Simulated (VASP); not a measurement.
# BaTiO3 (R3m) in VASP: single point with r2SCAN+U

Aim: the single point of BaTiO3 with r2SCAN+U.

Program: VASP 6.6.1. These are calculated values, not measurements. Logs are shortened: lines on timing, memory, paths and dates and some standing lists are left out, and cuts for length are marked.

## (1) The cell of the first run

The structure is trigonal, space group R3m (No. 160). Conventional cell: a = 5.732 Å, b = 5.732 Å, c = 7.050 Å, α = 90.00°, β = 90.00°, γ = 120.00°. Ba (site symmetry 3m) has 12 O at 2.82 to 2.93 Å and 8 Ti at 3.42 to 3.63 Å within 3.7 Å. Within 2.5 Å of Ti (site symmetry 3m) lie 6 O at 1.90 to 2.17 Å. O (site symmetry m) has 2 Ti at 1.90 to 2.17 Å within 2.5 Å. O (site symmetry m) has 2 Ti at 1.90 to 2.17 Å within 2.5 Å.

## (2) Single point, r2SCAN+U

POSCAR reads:

```
BaTiO3
1.0
   -4.0701268300     -0.0110907100     -4.0589753000
   -0.0111211200     -4.0589854300      0.0000000000
   -4.0478845900      0.0110907100      4.0589753000
Ba Ti O
2 2 6
Direct
    0.0000000000      0.0000000000      0.0000000000
    0.5000000000      0.0000000000      0.5000000000
    0.5147000000      0.5147000000      0.0000000000
    0.0147000000      0.5147000000      0.5000000000
    0.7363500000      0.4912000000      0.7548500000
    0.2363500000      0.4912000000      0.2548500000
    0.7363500000      0.4912000000      0.2451500000
    0.2363500000      0.4912000000      0.7451500000
    0.9912000000      0.9815000000      0.5000000000
    0.4912000000      0.9815000000      0.0000000000
```

INCAR.step1 reads:

```
SYSTEM = BaTiO3
  PREC = Accurate
  ENCUT = 520
  ISMEAR = -1
  SIGMA = 0.1
  LREAL = .FALSE.
  LASPH = .TRUE.
  NELM = 150
  LMAXMIX = 4
  LDAU = .TRUE.
  LDAUTYPE = 2
  LDAUL = -1 2 -1
  LDAUU = 0 3.13 0
  LDAUJ = 0 0 0
  NBANDS = 51
  GGA = PE
  ALGO = Normal
  EDIFF = 1E-4
  LWAVE = .TRUE.
  LCHARG = .FALSE.
```

INCAR.step2 reads:

```
SYSTEM = BaTiO3
  PREC = Accurate
  ENCUT = 520
  EDIFF = 1E-6
  ISMEAR = -1
  SIGMA = 0.1
  LREAL = .FALSE.
  LASPH = .TRUE.
  NELM = 150
  ALGO = Normal
  ISIF = 2
  LWAVE = .FALSE.
  LCHARG = .FALSE.
  LMAXMIX = 4
  LDAU = .TRUE.
  LDAUTYPE = 2
  LDAUL = -1 2 -1
  LDAUU = 0 3.13 0
  LDAUJ = 0 0 0
  LDAUPRINT = 1
  METAGGA = R2SCAN
  LMIXTAU = .TRUE.
  NBANDS = 51
  ISTART = 1
```

KPOINTS reads:

```
Automatic mesh
0
G
  5 6 5
  0 0 0
```

Potentials or basis: VASP PAW PBE potentials, release 64 (Ba_sv, Ti_sv, O).

On the command line:

```sh
$ cat potpaw_PBE.64/Ba_sv/POTCAR potpaw_PBE.64/Ti_sv/POTCAR potpaw_PBE.64/O/POTCAR > POTCAR
$ cp INCAR.step1 INCAR
$ mpirun -np 1 vasp_std > vasp.out
$ cp INCAR.step2 INCAR
$ mpirun -np 1 vasp_std > vasp.out
```

OUTCAR:

```text
SYSTEM = BaTiO3
   PREC = Accurate
   ENCUT = 520
   EDIFF = 1E-6
   ISMEAR = -1
   LREAL = .FALSE.
   LASPH = .TRUE.
   NELM = 150
   ISIF = 2
   METAGGA = R2SCAN
   ISTART = 1

 ion  position               nearest neighbor table
   1  0.000  0.000  0.000-   8 2.82   6 2.82  10 2.82   8 2.87   6 2.87   7 2.87   5 2.87   9 2.87
                             9 2.87   7 2.93   5 2.93  10 2.93   3 3.42   3 3.48   4 3.48   4 3.48
   2  0.500  0.000  0.500-   7 2.82   5 2.82   9 2.82   7 2.87   5 2.87   8 2.87   6 2.87  10 2.87
                            10 2.87   8 2.93   6 2.93   9 2.93   4 3.42   4 3.48   3 3.48   3 3.48
   3  0.515  0.515  0.000-  10 1.90   5 1.90   7 1.90  10 2.17   6 2.17   8 2.17   1 3.42   1 3.48
                             2 3.48   2 3.48   2 3.55   2 3.55   1 3.55   1 3.63
   4  0.015  0.515  0.500-   9 1.90   6 1.90   8 1.90   9 2.17   5 2.17   7 2.17   2 3.42   2 3.48
                             1 3.48   1 3.48   1 3.55   1 3.55   2 3.55   2 3.63
   5  0.736  0.491  0.755-   3 1.90   4 2.17   2 2.82   2 2.87   1 2.87   1 2.93
   6  0.236  0.491  0.255-   4 1.90   3 2.17   1 2.82   1 2.87   2 2.87   2 2.93
   7  0.736  0.491  0.245-   3 1.90   4 2.17   2 2.82   2 2.87   1 2.87   1 2.93
   8  0.236  0.491  0.745-   4 1.90   3 2.17   1 2.82   1 2.87   2 2.87   2 2.93
   9  0.991  0.981  0.500-   4 1.90   4 2.17   2 2.82   1 2.87   1 2.87   2 2.93
  10  0.491  0.981  0.000-   3 1.90   3 2.17   1 2.82   2 2.87   2 2.87   1 2.93

  LATTYP: Found a simple monoclinic cell.
 ALAT       =     4.0590006652
 B/A-ratio  =     1.4122766090
 C/A-ratio  =     1.4161513691
 COS(beta)  =    -0.0038694600

  Lattice vectors:

 A1 = (  -0.0111211200,  -4.0589854300,   0.0000000000)
 A2 = (   4.0478845900,  -0.0110907100,  -4.0589753000)
 A3 = (   4.0701268300,   0.0110907100,   4.0589753000)

Analysis of symmetry for initial positions (statically):
=====================================================================
 Subroutine PRICEL returns following result:

  LATTYP: Found a trigonal (rhomboedric) cell.
 ALAT       =     4.0590057100
 COS(alpha) =     0.0027398631

  Lattice vectors:

 A1 = (  -4.0590057100,   0.0000000000,   0.0000000000)
 A2 = (  -0.0111211200,  -0.0110907100,  -4.0589753000)
 A3 = (  -0.0111211200,  -4.0589854300,   0.0000000000)

   2 primitive cells build up your supercell.

 Routine SETGRP: Setting up the symmetry group for a
 simple monoclinic supercell.

 Subroutine GETGRP returns: Found  2 space group operations
 (whereof  2 operations were pure point group operations)
 out of a pool of  4 trial point group operations.

The static configuration has the point symmetry C_1h.

Analysis of symmetry for dynamics (positions and initial velocities):
=====================================================================
 Subroutine PRICEL returns following result:

  LATTYP: Found a trigonal (rhomboedric) cell.
 ALAT       =     4.0590057100
 COS(alpha) =     0.0027398631

  Lattice vectors:

 A1 = (  -4.0590057100,   0.0000000000,   0.0000000000)
 A2 = (  -0.0111211200,  -0.0110907100,  -4.0589753000)
 A3 = (  -0.0111211200,  -4.0589854300,   0.0000000000)

   2 primitive cells build up your supercell.

 Routine SETGRP: Setting up the symmetry group for a
 simple monoclinic supercell.

 Subroutine GETGRP returns: Found  2 space group operations
 (whereof  2 operations were pure point group operations)
[... 155 lines left out ...]

  0.1063 -0.0006  0.0064 -0.0006 -0.0004
 -0.0006  0.1064 -0.0029 -0.0006  0.0057
  0.0064 -0.0029  0.2382 -0.0029  0.0000
 -0.0006 -0.0006 -0.0029  0.1063 -0.0057
 -0.0004  0.0057  0.0000 -0.0057  0.2382

spin component  2

  0.1063 -0.0006  0.0064 -0.0006 -0.0004
 -0.0006  0.1064 -0.0029 -0.0006  0.0057
  0.0064 -0.0029  0.2382 -0.0029  0.0000
 -0.0006 -0.0006 -0.0029  0.1063 -0.0057
 -0.0004  0.0057  0.0000 -0.0057  0.2382

 occupancies and eigenvectors

  o =  0.1052  v = -0.5769 -0.5738  0.0026 -0.5813 -0.0018  0.0000  0.0000  0.0000  0.0000  0.0000      0.0000  0.0000  0.0000  0.0000  0.0000  0.0000  0.0000  0.0000  0.0000  0.0000
  o =  0.1052  v =  0.0000  0.0000  0.0000  0.0000  0.0000 -0.5769 -0.5738  0.0026 -0.5813 -0.0018      0.0000  0.0000  0.0000  0.0000  0.0000  0.0000  0.0000  0.0000  0.0000  0.0000
  o =  0.1065  v =  0.0000  0.0000  0.0000  0.0000  0.0000 -0.4098 -0.4109  0.0288  0.8122  0.0522      0.0000  0.0000  0.0000  0.0000  0.0000  0.0000  0.0000  0.0000  0.0000  0.0000
  o =  0.1065  v = -0.4098 -0.4109  0.0288  0.8122  0.0522  0.0000  0.0000  0.0000  0.0000  0.0000      0.0000  0.0000  0.0000  0.0000  0.0000  0.0000  0.0000  0.0000  0.0000  0.0000
  o =  0.1065  v =  0.0000  0.0000  0.0000  0.0000  0.0000  0.7049 -0.7068 -0.0499 -0.0022  0.0327      0.0000  0.0000  0.0000  0.0000  0.0000  0.0000  0.0000  0.0000  0.0000  0.0000
  o =  0.1065  v =  0.7049 -0.7068 -0.0499 -0.0022  0.0327  0.0000  0.0000  0.0000  0.0000  0.0000      0.0000  0.0000  0.0000  0.0000  0.0000  0.0000  0.0000  0.0000  0.0000  0.0000
  o =  0.2387  v = -0.0435  0.0408 -0.8647 -0.0026  0.4988  0.0000  0.0000  0.0000  0.0000  0.0000      0.0000  0.0000  0.0000  0.0000  0.0000  0.0000  0.0000  0.0000  0.0000  0.0000
  o =  0.2387  v =  0.0000  0.0000  0.0000  0.0000  0.0000 -0.0435  0.0408 -0.8647 -0.0026  0.4988      0.0000  0.0000  0.0000  0.0000  0.0000  0.0000  0.0000  0.0000  0.0000  0.0000
  o =  0.2387  v =  0.0000  0.0000  0.0000  0.0000  0.0000  0.0219  0.0267  0.4990 -0.0487  0.8645      0.0000  0.0000  0.0000  0.0000  0.0000  0.0000  0.0000  0.0000  0.0000  0.0000
  o =  0.2387  v =  0.0219  0.0267  0.4990 -0.0487  0.8645  0.0000  0.0000  0.0000  0.0000  0.0000      0.0000  0.0000  0.0000  0.0000  0.0000  0.0000  0.0000  0.0000  0.0000  0.0000

atom =   4  type =  2  l = 2

 onsite density matrix

spin component  1

  0.1063 -0.0006  0.0064 -0.0006 -0.0004
 -0.0006  0.1064 -0.0029 -0.0006  0.0057
  0.0064 -0.0029  0.2382 -0.0029  0.0000
 -0.0006 -0.0006 -0.0029  0.1063 -0.0057
 -0.0004  0.0057  0.0000 -0.0057  0.2382

spin component  2

  0.1063 -0.0006  0.0064 -0.0006 -0.0004
 -0.0006  0.1064 -0.0029 -0.0006  0.0057
  0.0064 -0.0029  0.2382 -0.0029  0.0000
 -0.0006 -0.0006 -0.0029  0.1063 -0.0057
 -0.0004  0.0057  0.0000 -0.0057  0.2382

 occupancies and eigenvectors

  o =  0.1052  v = -0.5769 -0.5738  0.0026 -0.5813 -0.0018  0.0000  0.0000  0.0000  0.0000  0.0000      0.0000  0.0000  0.0000  0.0000  0.0000  0.0000  0.0000  0.0000  0.0000  0.0000
  o =  0.1052  v =  0.0000  0.0000  0.0000  0.0000  0.0000 -0.5769 -0.5738  0.0026 -0.5813 -0.0018      0.0000  0.0000  0.0000  0.0000  0.0000  0.0000  0.0000  0.0000  0.0000  0.0000
  o =  0.1065  v =  0.0000  0.0000  0.0000  0.0000  0.0000 -0.4098 -0.4109  0.0288  0.8122  0.0522      0.0000  0.0000  0.0000  0.0000  0.0000  0.0000  0.0000  0.0000  0.0000  0.0000
  o =  0.1065  v = -0.4098 -0.4109  0.0288  0.8122  0.0522  0.0000  0.0000  0.0000  0.0000  0.0000      0.0000  0.0000  0.0000  0.0000  0.0000  0.0000  0.0000  0.0000  0.0000  0.0000
  o =  0.1065  v =  0.0000  0.0000  0.0000  0.0000  0.0000  0.7049 -0.7068 -0.0499 -0.0022  0.0327      0.0000  0.0000  0.0000  0.0000  0.0000  0.0000  0.0000  0.0000  0.0000  0.0000
  o =  0.1065  v =  0.7049 -0.7068 -0.0499 -0.0022  0.0327  0.0000  0.0000  0.0000  0.0000  0.0000      0.0000  0.0000  0.0000  0.0000  0.0000  0.0000  0.0000  0.0000  0.0000  0.0000
  o =  0.2387  v = -0.0435  0.0408 -0.8647 -0.0026  0.4988  0.0000  0.0000  0.0000  0.0000  0.0000      0.0000  0.0000  0.0000  0.0000  0.0000  0.0000  0.0000  0.0000  0.0000  0.0000
  o =  0.2387  v =  0.0000  0.0000  0.0000  0.0000  0.0000 -0.0435  0.0408 -0.8647 -0.0026  0.4988      0.0000  0.0000  0.0000  0.0000  0.0000  0.0000  0.0000  0.0000  0.0000  0.0000
  o =  0.2387  v =  0.0000  0.0000  0.0000  0.0000  0.0000  0.0219  0.0267  0.4990 -0.0487  0.8645      0.0000  0.0000  0.0000  0.0000  0.0000  0.0000  0.0000  0.0000  0.0000  0.0000
  o =  0.2387  v =  0.0219  0.0267  0.4990 -0.0487  0.8645  0.0000  0.0000  0.0000  0.0000  0.0000      0.0000  0.0000  0.0000  0.0000  0.0000  0.0000  0.0000  0.0000  0.0000  0.0000

 number of electron      80.0000015 magnetization

 Free energy of the ion-electron system (eV)
  ---------------------------------------------------
  ext. energy  EPLUGINS =         0.00000000
  ---------------------------------------------------
  free energy    TOTEN  =      -144.33591916 eV

  energy without entropy =     -144.33591889  energy(sigma->0) =     -144.33591903

 E-fermi :   4.7890     XC(G=0): -11.6682

 val. band max:        3.2599960109   @ k =   0.0000   0.5000  -0.0000
 cond. band min:       6.2717875589   @ k =   0.0000   0.0000   0.0000
 fundamental gap:      3.0117915480
 Fermi energy:         4.7890461658

 k-point     1 :       0.0000    0.0000    0.0000
  band No.  band energies     occupation
      1     -56.2750      2.00000
      2     -56.2734      2.00000
      3     -31.4537      2.00000
      4     -31.4464      2.00000
      5     -31.4169      2.00000
      6     -31.4067      2.00000
[... 1285 lines left out ...]
     50       9.8254      0.00000
     51      10.0269      0.00000

 [... further k-points ...]

------------------------ aborting loop because EDIFF is reached ----------------------------------------

  FORCE on cell =-STRESS in cart. coord.  units (eV):
  Direction    XX          YY          ZZ          XY          YZ          ZX
  --------------------------------------------------------------------------------------
  -------------------------------------------------------------------------------------
  Total       -0.5357996     -0.5416398     -0.5350625     -0.0668645     -0.0664912     -0.0680198
  in kB       -6.4184391     -6.4883999     -6.4096092     -0.8009815     -0.7965096     -0.8148210
  external PRESSURE =      -6.4388161 kB  Pullay stress =       0.0000000 kB

 VOLUME and BASIS-vectors are now :
 -----------------------------------------------------------------------------
  energy-cutoff  :      520.00
  volume of cell :      133.75
      direct lattice vectors                 reciprocal lattice vectors
    -4.070126830 -0.011090710 -4.058975300    -0.123182877  0.000337506 -0.122847215
    -0.011121120 -4.058985430  0.000000000     0.000000000 -0.246366984  0.000673171
    -4.047884590  0.011090710  4.058975300    -0.123182877  0.000337506  0.123520384

 POSITION                                       TOTAL-FORCE (eV/Angst)
 -----------------------------------------------------------------------------------
      0.00000      0.00000      0.00000        -0.069016     -0.067642     -0.068643
     -4.05901      0.00000      0.00000        -0.069016     -0.067642     -0.068643
     -2.10062     -2.09487     -2.08915         0.357465      0.354941      0.355518
     -2.08950     -2.08378      1.96982         0.357465      0.354941      0.355518
     -6.05805     -1.99357      0.07509         0.006429      0.007382     -0.301775
     -1.99904     -1.99357      0.07509         0.006429      0.007382     -0.301775
     -3.99484     -1.99922     -1.99377        -0.301735      0.008227      0.007233
     -3.98372     -1.98813      2.06521        -0.301735      0.008227      0.007233
     -6.06917     -3.98934     -1.99377         0.006858     -0.302908      0.007667
     -2.01016     -3.98934     -1.99377         0.006858     -0.302908      0.007667
 -----------------------------------------------------------------------------------
    total drift:                                0.002251     -0.009253      0.002263

  FREE ENERGIE OF THE ION-ELECTRON SYSTEM (eV)
  ---------------------------------------------------
  free  energy   TOTEN  =      -144.3359191617 eV

  energy  without entropy=     -144.3359188927  energy(sigma->0) =     -144.33591903
```

Run time: 27 min. Hardware: 1 thread of Oxide Virtual Turin-like, shared host; peak memory 0.42 GiB.

What came out:

```yaml
Free_energy: -144.3359 eV
Pressure: -0.6 GPa
Largest_force: 0.617 eV/Å
Band_gap_on_the_k_mesh: 3.01 eV
```

Forces on the atoms (eV/Å):
```
Ba  -0.069 -0.068 -0.069
Ba  -0.069 -0.068 -0.069
Ti   0.357  0.355  0.356
Ti   0.357  0.355  0.356
O    0.006  0.007 -0.302
O    0.006  0.007 -0.302
O   -0.302  0.008  0.007
O   -0.302  0.008  0.007
O    0.007 -0.303  0.008
O    0.007 -0.303  0.008
```

Stress tensor (GPa, compression positive):
```
-0.64 -0.08 -0.08
-0.08 -0.65 -0.08
-0.08 -0.08 -0.64
```

Levels at points of the mesh, in eV from the valence-band top:
```
           k point  band 37  band 38  band 39  band 40  band 41  band 42  band 43  band 44
(0.00, 0.00, 0.00)    -0.51    -0.44    -0.44    -0.09     3.01     3.01     3.10     4.38
(0.00, 0.50, 0.00)    -0.91    -0.02    -0.02     0.00     3.17     4.31     4.39     4.50
```

Eigenvalues of the final occupation matrices:
| site | spin | trace | eigenvalues |
| --- | --- | --- | --- |
| site 3 d | 1 | 0.80 | 0.11 0.11 0.11 0.24 0.24 |
| site 3 d | 2 | 0.80 | 0.11 0.11 0.11 0.24 0.24 |
| site 4 d | 1 | 0.80 | 0.11 0.11 0.11 0.24 0.24 |
| site 4 d | 2 | 0.80 | 0.11 0.11 0.11 0.24 0.24 |

Caveat: the PAW data sets were made with another functional, which shifts forces and pressure a little; spin-orbit coupling is left out, which moves the levels of the heavy elements; an odd mesh through Γ misses points on the zone boundary, where band edges can lie.
